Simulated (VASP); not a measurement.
Runs of VASP 6.6.1 on AlP. It takes space group F-43m (No. 216, cubic). The conventional cell has a = 5.479 Å, b = 5.479 Å, c = 5.479 Å, α = 90.00°, β = 90.00°, γ = 90.00°. Within 3.1 Å of Al (site symmetry -43m) lie 4 P at 2.37 Å. Within 3.1 Å of P (site symmetry -43m) lie 4 Al at 2.37 Å. 

```csv
level,potentials or basis,k mesh,cutoff (eV),gap on the mesh (eV),pressure (GPa)
LDA,"VASP PAW LDA potentials, release 64 (Al, P)",4 × 4 × 4,500,1.43,(b)
PBE,"VASP PAW PBE potentials, release 64 (Al, P)",4 × 4 × 4,500,(a),1.7
PBE,"VASP PAW PBE potentials, release 64 (Al, P)",6 × 6 × 6,500,1.60,1.3
r2SCAN,"VASP PAW PBE potentials, release 64 (Al, P)",4 × 4 × 4,550,1.91,(c)
```

Alike in all rows: task single point; no spin polarisation; cell as given; smearing gaussian 0.01 eV.

Q: Estimate the missing entries.

A: (a) 1.58; (b) -1.7; (c) 0.1.

Caveats: some runs use coarse meshes; the PAW data sets were made with another functional, which shifts forces and pressure a little (some runs).

A k mesh can miss the band edges.
